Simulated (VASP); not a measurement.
# Ge (P4_32_12) in VASP: further runs

The runs below take Ge through single point, with PBE.

Everything below comes from runs of VASP 6.6.1. Logs are shortened: lines on timing, memory, paths and dates and some standing lists are left out, and cuts for length are marked.

**1. The cell of the first run**

The structure is tetragonal, space group P4_32_12 (No. 96). Conventional cell: a = 5.890 Å, b = 5.890 Å, c = 6.933 Å, α = 90.00°, β = 90.00°, γ = 90.00°. Within 3.3 Å of Ge (site symmetry 2) lie 4 Ge at 2.48 to 2.49 Å. Within 3.3 Å of Ge (site symmetry 1) lie 4 Ge at 2.48 to 2.51 Å.

**2. Single point, PBE (20.05 Å³/atom)**

The input, INCAR:

```
PREC = Accurate ; ENCUT = 500
EDIFF = 1E-6 ; ISMEAR = -1
SIGMA = 0.02 ; LREAL = False
LASPH = True ; NELM = 120
ALGO = Normal ; ISIF = 2
LWAVE = False ; LCHARG = True
GGA = PE ; LVHAR = True
NBANDS = 96 ; GGA_COMPAT = False
KPAR = 4
```

The input, KPOINTS:

```
Automatic mesh
0
Gamma
  8 8 7
```

The input, POSCAR:

```
Ge
1.0
    5.8902001431      0.0000000000      0.0000000000
    0.0000000000      5.8902001431      0.0000000000
    0.0000000000      0.0000000000      6.9331529509
Ge
12
Direct
    0.0908893459      0.0908893459      0.0000000000
    0.4091106541      0.5908893459      0.7500000000
    0.9091106541      0.9091106541      0.5000000000
    0.5908893459      0.4091106541      0.2500000000
    0.1728287611      0.3685265152      0.2620986070
    0.1314734848      0.6728287611      0.0120986070
    0.8271712389      0.6314734848      0.7620986070
    0.8685265152      0.3271712389      0.5120986070
    0.6728287611      0.1314734848     -0.0120986070
    0.6314734848      0.8271712389      0.2379013930
    0.3271712389      0.8685265152      0.4879013930
    0.3685265152      0.1728287611      0.7379013930
```

Potentials or basis: VASP PAW PBE potentials, release 64 (Ge_d).

The run is started by

```bash
cat potpaw_PBE.64/Ge_d/POTCAR > POTCAR
mpirun -np 4 vasp_std > vasp.out
```

OUTCAR:

```text
PREC = Accurate
   ENCUT = 500
   EDIFF = 1E-6
   ISMEAR = -1
   LREAL = False
   LASPH = True
   NELM = 120
   ISIF = 2
   GGA = PE

 ion  position               nearest neighbor table
   1  0.091  0.091  0.000-   6 2.48   9 2.48   5 2.49  12 2.49
   2  0.409  0.591  0.750-   7 2.48  12 2.48  11 2.49   6 2.49
   3  0.909  0.909  0.500-   8 2.48  11 2.48  10 2.49   7 2.49
   4  0.591  0.409  0.250-   5 2.48  10 2.48   9 2.49   8 2.49
   5  0.173  0.369  0.262-   4 2.48   1 2.49   6 2.51   8 2.51
   6  0.131  0.673  0.012-   1 2.48   2 2.49   5 2.51   7 2.51
   7  0.827  0.631  0.762-   2 2.48   3 2.49   6 2.51   8 2.51
   8  0.869  0.327  0.512-   3 2.48   4 2.49   5 2.51   7 2.51
   9  0.673  0.131  0.988-   1 2.48   4 2.49  10 2.51  12 2.51
  10  0.631  0.827  0.238-   4 2.48   3 2.49   9 2.51  11 2.51
  11  0.327  0.869  0.488-   3 2.48   2 2.49  10 2.51  12 2.51
  12  0.369  0.173  0.738-   2 2.48   1 2.49   9 2.51  11 2.51

  LATTYP: Found a simple tetragonal cell.
 ALAT       =     5.8902001431
 C/A-ratio  =     1.1770657673

  Lattice vectors:

 A1 = (   5.8902001431,   0.0000000000,   0.0000000000)
 A2 = (   0.0000000000,   5.8902001431,   0.0000000000)
 A3 = (   0.0000000000,   0.0000000000,   6.9331529509)

Analysis of symmetry for initial positions (statically):
=====================================================================
 Subroutine PRICEL returns:
 Original cell was already a primitive cell.

 Routine SETGRP: Setting up the symmetry group for a
 simple tetragonal supercell.

 Subroutine GETGRP returns: Found  8 space group operations
 (whereof  2 operations were pure point group operations)
 out of a pool of 16 trial point group operations.

The static configuration has the point symmetry C_2 .
 The point group associated with its full space group is D_4 .

Analysis of symmetry for dynamics (positions and initial velocities):
=====================================================================
 Subroutine PRICEL returns:
 Original cell was already a primitive cell.

 Routine SETGRP: Setting up the symmetry group for a
 simple tetragonal supercell.

 Subroutine GETGRP returns: Found  8 space group operations
 (whereof  2 operations were pure point group operations)
 out of a pool of 16 trial point group operations.

The dynamic configuration has the point symmetry C_2 .
 The point group associated with its full space group is D_4 .

 Subroutine INISYM returns: Found  8 space group operations
 (whereof  2 operations are pure point group operations),
 and found     1 'primitive' translations

----------------------------------------------------------------------------------------

                                     Primitive cell

  volume of cell :     240.5420

  direct lattice vectors                    reciprocal lattice vectors
     5.890200143  0.000000000  0.000000000     0.169773518  0.000000000  0.000000000
     0.000000000  5.890200143  0.000000000     0.000000000  0.169773518  0.000000000
     0.000000000  0.000000000  6.933152951     0.000000000  0.000000000  0.144234522

  length of vectors
     5.890200143  5.890200143  6.933152951     0.169773518  0.169773518  0.144234522

  position of ions in fractional coordinates (direct lattice)
     0.090889346  0.090889346  0.000000000
     0.409110654  0.590889346  0.750000000
     0.909110654  0.909110654  0.500000000
     0.590889346  0.409110654  0.250000000
     0.172828761  0.368526515  0.262098607
     0.131473485  0.672828761  0.012098607
     0.827171239  0.631473485  0.762098607
     0.868526515  0.327171239  0.512098607
     0.672828761  0.131473485  0.987901393
     0.631473485  0.827171239  0.237901393
     0.327171239  0.868526515  0.487901393
     0.368526515  0.172828761  0.737901393

  ion indices of the primitive-cell ions
   primitive index   ion index
                 1           1
                 2           2
                 3           3
                 4           4
                 5           5
                 6           6
                 7           7
                 8           8
                 9           9
                10          10
                11          11
                12          12

----------------------------------------------------------------------------------------

 KPOINTS: Automatic mesh

Automatic generation of k-mesh.
 Grid dimensions read from file:
 generate k-points for:    8    8    7

 Generating k-lattice:

  Cartesian coordinates                     Fractional coordinates (reciprocal lattice)
     0.021221690  0.000000000  0.000000000     0.125000000  0.000000000  0.000000000
     0.000000000  0.021221690  0.000000000     0.000000000  0.125000000  0.000000000
     0.000000000  0.000000000  0.020604932     0.000000000  0.000000000  0.142857143

  Length of vectors
     0.021221690  0.021221690  0.020604932

  Shift w.r.t. Gamma in fractional coordinates (k-lattice)
     0.000000000  0.000000000  0.000000000

 Subroutine IBZKPT returns following result:
 ===========================================

 Found     60 irreducible k-points:

 Following reciprocal coordinates:
            Coordinates               Weight
  0.000000  0.000000  0.000000      1.000000
  0.125000  0.000000  0.000000      4.000000
  0.250000  0.000000  0.000000      4.000000
  0.375000  0.000000  0.000000      4.000000
  0.500000  0.000000  0.000000      2.000000
  0.125000  0.125000  0.000000      4.000000
[... 16 lines left out ...]
  0.375000  0.125000  0.142857     16.000000
  0.500000  0.125000  0.142857      8.000000
 [... further k-points ...]
   k-points           NKPTS =     60   k-points in BZ     NKDIM =     60   number of bands    NBANDS=     96
   number of dos      NEDOS =    301   number of ions     NIONS =     12
   total plane-waves  NPLWV = 124416
   dimension x,y,z NGX =    48 NGY =   48 NGZ =   54
   dimension x,y,z NGXF=    96 NGYF=   96 NGZF=  108
   ions per type =              12
   NGX,Y,Z   is equivalent  to a cutoff of  13.55, 13.55, 12.95 a.u.
   NGXF,Y,Z  is equivalent  to a cutoff of  27.10, 27.10, 25.90 a.u.
 SYSTEM =  unknown system
   PREC   = accura    normal or accurate (medium, high low for compatibility)
   ISTART =      0    job   : 0-new  1-cont  2-samecut
   ICHARG =      2    charge: 1-file 2-atom 10-const
   ISPIN  =      1    spin polarized calculation?
   LNONCOLLINEAR =      F non collinear calculations
   LSORBIT =      F    spin-orbit coupling
   LASPH  =      T    aspherical Exc in radial PAW
   ENCUT  =  500.0 eV  36.75 Ry    6.06 a.u.  10.74 10.74 12.64*2*pi/ulx,y,z
   NELM   =    120;   NELMIN=  2; NELMDL= -5     # of ELM steps
   EDIFF  = 0.1E-05   stopping-criterion for ELM
   LREAL  =      F    real-space projection
   EDIFFG = 0.1E-04   stopping-criterion for IOM
   NSW    =      0    number of steps for IOM
   IBRION =     -1    ionic relax: 0-MD 1-quasi-New 2-CG
   NFREE  =      0    steps in history (QN), initial steepest desc. (CG)
   ISIF   =      2    stress and relaxation
   ISYM   =      2    0-nonsym 1-usesym 2-fastsym
   POTIM  = 0.5000    time-step for ionic-motion
   TEBEG  =    0.0;   TEEND  =   0.0 temperature during run
   PSTRESS=    0.0 pullay stress
   NELECT =     168.0000    total number of electrons
   NUPDOWN=      -1.0000    fix difference up-down
   EMIN   =  10.00;   EMAX   =-10.00  energy-range for DOS
   EFERMI =   0.00;   METHOD = LEGACY
   ISMEAR =    -1;   SIGMA  =   0.02  broadening in eV -4-tet -1-fermi 0-gaus
   EFERMI_NEDOS =   21; number of points for ismear=-14 and -15
   IALGO  =     38    algorithm
   IMIX   =      4    mixing-type and parameters
     AMIX     =   0.40;   BMIX     =  1.00
     AMIX_MAG =   1.60;   BMIX_MAG =  1.00
  volume/ion in A,a.u.               =      20.05       135.27
  Fermi-wavevector in a.u.,A,eV,Ry     =   1.452494  2.744815 28.704733  2.109738
  Thomas-Fermi vector in A             =   2.569869
   LORBIT       =      0    0 simple, 1 ext, 2 COOP (PROOUT), +10 PAW based schemes
   GGA     = PE    functional components
   LHFCALC =     F    Hartree Fock is set to
   AEXX    =    0.0000 exact exchange contribution
   IVDW    =     0    specifies the selected vdW correction
   LEPSILON=     F    determine dielectric tensor
   LRPA    =     F    only Hartree local field effects (RPA)
 non-spin polarized calculation
  energy-cutoff  :      500.00
  volume of cell :      240.54
 maximum number of plane-waves:      6140
 NGX is ok and might be reduce to    48
   NGX = 21   NGY = 21   NGZ = 25

 number of electron     167.9999939 magnetization

 Free energy of the ion-electron system (eV)
  ---------------------------------------------------
  ext. energy  EPLUGINS =         0.00000000
  ---------------------------------------------------
  free energy    TOTEN  =       -52.27360499 eV

  energy without entropy =      -52.27360499  energy(sigma->0) =      -52.27360499

 E-fermi :   5.8518     XC(G=0): -10.7614

 val. band max:        5.5308355989   @ k =   0.3750   0.3750   0.0000
 cond. band min:       6.1583908196   @ k =   0.3750   0.3750   0.0000
 fundamental gap:      0.6275552207
 Fermi energy:         5.8517657267

 k-point     1 :       0.0000    0.0000    0.0000
  band No.  band energies     occupation
      1     -18.8239      2.00000
      2     -18.7973      2.00000
      3     -18.7973      2.00000
      4     -18.7807      2.00000
      5     -18.7804      2.00000
      6     -18.7804      2.00000
[... 88 lines left out ...]
     95      10.4270      0.00000
     96      10.4270      0.00000

 k-point     2 :       0.1250    0.0000    0.0000
  band No.  band energies     occupation
      1     -18.8220      2.00000
      2     -18.7982      2.00000
      3     -18.7958      2.00000
      4     -18.7820      2.00000
      5     -18.7804      2.00000
      6     -18.7798      2.00000
[... 2167 lines left out ...]
     95      10.0586      0.00000
     96      10.1457      0.00000

 k-point    24 :       0.5000    0.1250    0.1429
  band No.  band energies     occupation
      1     -18.8022      2.00000
      2     -18.8022      2.00000
      3     -18.8003      2.00000
      4     -18.8003      2.00000
      5     -18.7784      2.00000
      6     -18.7784      2.00000
[... 88 lines left out ...]
     95      10.1016      0.00000
     96      10.1016      0.00000

 [... further k-points ...]
[... 5 lines left out ...]
  --------------------------------------------------------------------------------------
  -------------------------------------------------------------------------------------
  Total        6.9287648      6.9287648      5.4598844      0.0000000     -0.0000000      0.0000000
  in kB       46.1504048     46.1504048     36.3666371      0.0000000     -0.0000000      0.0000000
  external PRESSURE =      42.8891489 kB  Pullay stress =       0.0000000 kB

 VOLUME and BASIS-vectors are now :
 -----------------------------------------------------------------------------
  energy-cutoff  :      500.00
  volume of cell :      240.54
      direct lattice vectors                 reciprocal lattice vectors
     5.890200143  0.000000000  0.000000000     0.169773518  0.000000000  0.000000000
     0.000000000  5.890200143  0.000000000     0.000000000  0.169773518  0.000000000
     0.000000000  0.000000000  6.933152951     0.000000000  0.000000000  0.144234522

 POSITION                                       TOTAL-FORCE (eV/Angst)
 -----------------------------------------------------------------------------------
      0.53536      0.53536      0.00000         0.002604      0.002604      0.000000
      2.40974      3.48046      5.19986        -0.002604      0.002604      0.000000
      5.35484      5.35484      3.46658        -0.002604     -0.002604      0.000000
      3.48046      2.40974      1.73329         0.002604     -0.002604      0.000000
      1.01800      2.17069      1.81717         0.008777     -0.008944      0.001518
      0.77441      3.96310      0.08388         0.008944      0.008777      0.001518
      4.87220      3.71951      5.28375        -0.008777      0.008944      0.001518
      5.11580      1.92710      3.55046        -0.008944     -0.008777      0.001518
      3.96310      0.77441      6.84927         0.008777      0.008944     -0.001518
      3.71951      4.87220      1.64941         0.008944     -0.008777     -0.001518
      1.92710      5.11580      3.38269        -0.008777     -0.008944     -0.001518
      2.17069      1.01800      5.11598        -0.008944      0.008777     -0.001518
 -----------------------------------------------------------------------------------
    total drift:                               -0.000000      0.000000      0.000000

  FREE ENERGIE OF THE ION-ELECTRON SYSTEM (eV)
  ---------------------------------------------------
  free  energy   TOTEN  =       -52.2736049913 eV

  energy  without entropy=      -52.2736049856  energy(sigma->0) =      -52.27360499
```

It took 10 min on 4 MPI ranks of AMD EPYC 7R43 (Zen 3), shared host; peak memory 0.89 GiB.

Results:

```yaml
Free_energy: -52.2736 eV
Pressure: 4.3 GPa
Largest_force: 0.013 eV/Å
Band_gap_on_the_k_mesh: 0.63 eV
```

Forces in eV/Å, atoms in the order of the input:
```
Ge   0.003  0.003  0.000
Ge  -0.003  0.003  0.000
Ge  -0.003 -0.003  0.000
Ge   0.003 -0.003  0.000
Ge   0.009 -0.009  0.002
Ge   0.009  0.009  0.002
Ge  -0.009  0.009  0.002
Ge  -0.009 -0.009  0.002
Ge   0.009  0.009 -0.002
Ge   0.009 -0.009 -0.002
Ge  -0.009 -0.009 -0.002
Ge  -0.009  0.009 -0.002
```

Stress tensor (GPa, compression positive):
```
4.62 0.00 0.00
0.00 4.62 0.00
0.00 0.00 3.64
```

Caveat: the cell stands under pressure. A k mesh can miss the band edges.

[end of part 1 of 2]
